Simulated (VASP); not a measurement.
Write the native input for VASP 6.6.1 that does the following.

* Task: single point
* Functional: r2SCAN
* Potentials or basis: VASP PAW PBE potentials, release 64 (Cu, O)
* Cutoff: 520 eV
* k mesh: 8 × 8 × 6
* Occupations: fermi-dirac, width 0.05 eV
* Spin: no spin polarisation
* Dipole correction: no
* Further INCAR settings: ALGO = Normal; EDIFF = 1e-06; NBANDS = 25

CuO:

```
Cu O
1.0
     3.13258    0.00000    0.00000
     0.00000    3.13258    0.00000
     0.00000    0.00000    4.58669
Cu O
2 2
Direct
  0.00000 0.00000 0.00000
  0.50000 0.50000 0.00000
  0.50000 0.00000 0.26700
  0.00000 0.50000 0.73300
```

One way to write it, as run:

POSCAR

```
CuO
1.0
    3.1325781376      0.0000000000      0.0000000000
    0.0000000000      3.1325781376      0.0000000000
    0.0000000000      0.0000000000      4.5866926551
Cu O
2 2
Direct
    0.0000000000      0.0000000000      0.0000000000
    0.5000000000      0.5000000000      0.0000000000
    0.5000000000      0.0000000000      0.2670000000
    0.0000000000      0.5000000000      0.7330000000
```

INCAR.step1

```
SYSTEM = CuO
  PREC = Accurate
  ENCUT = 520
  ISMEAR = -1
  SIGMA = 0.05
  LREAL = .FALSE.
  LASPH = .TRUE.
  NELM = 60
  NBANDS = 25
  GGA = PE
  ALGO = Normal
  EDIFF = 1E-4
  LWAVE = .TRUE.
  LCHARG = .FALSE.
```

INCAR.step2

```
SYSTEM = CuO
  PREC = Accurate
  ENCUT = 520
  EDIFF = 1E-6
  ISMEAR = -1
  SIGMA = 0.05
  LREAL = .FALSE.
  LASPH = .TRUE.
  NELM = 60
  ALGO = Normal
  ISIF = 2
  LWAVE = .FALSE.
  LCHARG = .TRUE.
  METAGGA = R2SCAN
  LMIXTAU = .TRUE.
  LELF = .TRUE.
  LVHAR = .TRUE.
  NBANDS = 25
  ISTART = 1
```

KPOINTS

```
regular mesh
0
G
  8 8 6
  0 0 0
```

Potentials or basis: VASP PAW PBE potentials, release 64 (Cu, O).

The run is started by

```bash
$ cat potpaw_PBE.64/Cu/POTCAR potpaw_PBE.64/O/POTCAR > POTCAR
$ cp INCAR.step1 INCAR
$ mpirun -np 1 vasp_std > vasp.out
$ cp INCAR.step2 INCAR
$ mpirun -np 1 vasp_std > vasp.out
```

It gave:

- Pressure: 19.3 GPa
- Largest force: 0.832 eV/Å
- Band gap on the k mesh: zero (bands 17 and 18 overlap by 0.98 eV)

Caveat: the stress differs along the axes, from -10 to 34 GPa; the PAW data sets were made with another functional, which shifts forces and pressure a little; semilocal functionals often make such compounds metallic where correlation or magnetic order opens a gap, which also shifts bond lengths.

Run time: 4.4 min on 1 thread of Intel Xeon 8259CL, on a shared host, peak memory 0.2 GiB.
